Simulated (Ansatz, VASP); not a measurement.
**One calculation of SiC, two programs**

```
CELL_PARAMETERS angstrom
0.00000 2.17805 2.13449
2.17805 0.00000 2.13449
2.17805 2.17805 0.00000
ATOMIC_POSITIONS crystal
Si 0.00000 0.00000 0.00000
C 0.25000 0.25000 0.25000
```

Change from the starting cell: uniaxial_z strain -2.0%.

Alike in both runs: task single point; functional HSE06; k mesh 8 × 8 × 8; no spin polarisation.

|  | VASP | Ansatz |
| --- | --- | --- |
| version | VASP 6.6.1 | Ansatz 0.2.0 |
| potentials or method | VASP PAW PBE potentials, release 64 (Si, C) | plane waves, PAW |
| plane-wave cutoff (eV) | 520 | 420 |
| occupations | gaussian, width 0.01 eV | fixed |
| valence electrons in the cell | 8 | 8 |

VASP gave:

```
gap on the k mesh at the Fermi level (eV)                     : 2.00
pressure (GPa)                                                : 3.2
traceless stress, the component that is largest in VASP (GPa) : 3.59
```

**Question.** What did Ansatz give for the same quantities?

**Answer.** gap on the k mesh at the Fermi level (eV): 1.99; pressure (GPa): 3.6; traceless stress, the component that is largest in VASP (GPa): 3.57.

Ansatz's warnings: stress exchange threshold loose, stress scf threshold loose.
